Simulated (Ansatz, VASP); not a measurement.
Two plane-wave programs on Sb

The input POSCAR:

```
Sb
1.0
    2.1250856202      1.2269187549      3.7072099901
   -2.1250856202      1.2269187549      3.7072099901
    0.0000000000     -2.4538375098      3.7072099901
Sb
2
Direct
    0.7665100000      0.7665100000      0.7665100000
    0.2334900000      0.2334900000      0.2334900000
```

INCAR.step1

```
SYSTEM = Sb
  ALGO = Normal
  EDIFF = 1E-4
  ENCUT = 520
  GGA = PE
  ISMEAR = -1
  LASPH = .TRUE.
  LCHARG = .FALSE.
  LREAL = .FALSE.
  LWAVE = .TRUE.
  NBANDS = 12
  NELM = 60
  PREC = Accurate
  SIGMA = 0.05
```

The input INCAR.step2:

```
SYSTEM = Sb
  ALGO = Normal
  EDIFF = 1E-7
  ENCUT = 520
  ISIF = 2
  ISMEAR = -1
  ISTART = 1
  LASPH = .TRUE.
  LCHARG = .FALSE.
  LMIXTAU = .TRUE.
  LREAL = .FALSE.
  LWAVE = .FALSE.
  METAGGA = R2SCAN
  NBANDS = 12
  NELM = 60
  PREC = Accurate
  SIGMA = 0.05
```

File KPOINTS:

```
k-points
0
G
  8 8 8
  0 0 0
```

input.yaml

```yaml
crystal:
  lattice:
    - [2.1250856202, 1.2269187549, 3.7072099901]
    - [-2.1250856202, 1.2269187549, 3.7072099901]
    - [0.0, -2.4538375098, 3.7072099901]
  atoms:
    - { symbol: Sb, position: [0.76651, 0.76651, 0.76651] }
    - { symbol: Sb, position: [0.23349, 0.23349, 0.23349] }
hamiltonian:
  xc: r2scan
  pseudopotentials: { kind: paw }
kpoints:
  mp_grid: { grid: [8, 8, 8] }
scf:
  occupations: { method: fermi_dirac, width: 0.05 }
output:
  forces: true
  stress: true
  eigenvalues: true
```

Alike in both runs: task single point; functional r2SCAN; k mesh 8 × 8 × 8; occupations fermi-dirac, width 0.05 eV; no spin polarisation.

|  | VASP | Ansatz |
| --- | --- | --- |
| version | VASP 6.6.1 | Ansatz 0.2.0 |
| potentials or method | VASP PAW PBE potentials, release 64 (Sb) | Ansatz PAW |
| plane-wave cutoff (eV) | 520 | 500 |
| valence electrons in the cell | 10 | 30 |

|  | VASP | Ansatz | Ansatz less VASP |
| --- | --- | --- | --- |
| gap on the k mesh at the Fermi level (eV) | none | none | - |
| pressure (GPa) | 4.6 | 4.4 | -0.18 |
| traceless stress, the component that is largest in VASP (GPa) | -0.59 | -0.52 | +0.073 |
| rms of the force components (eV/Å) | 0.165 | 0.129 | -0.0370 |

VASP's potentials were made for PBE, not for r2SCAN. Atom by atom the forces differ by 0.037 eV/Å (rms over components). A gap of «none» marks a metal or a gap that the smearing closes. VASP's potentials hold 10 valence electrons a cell and Ansatz's 30, so a difference there can come from the potentials and not from the codes.

Spin-orbit coupling is off throughout.
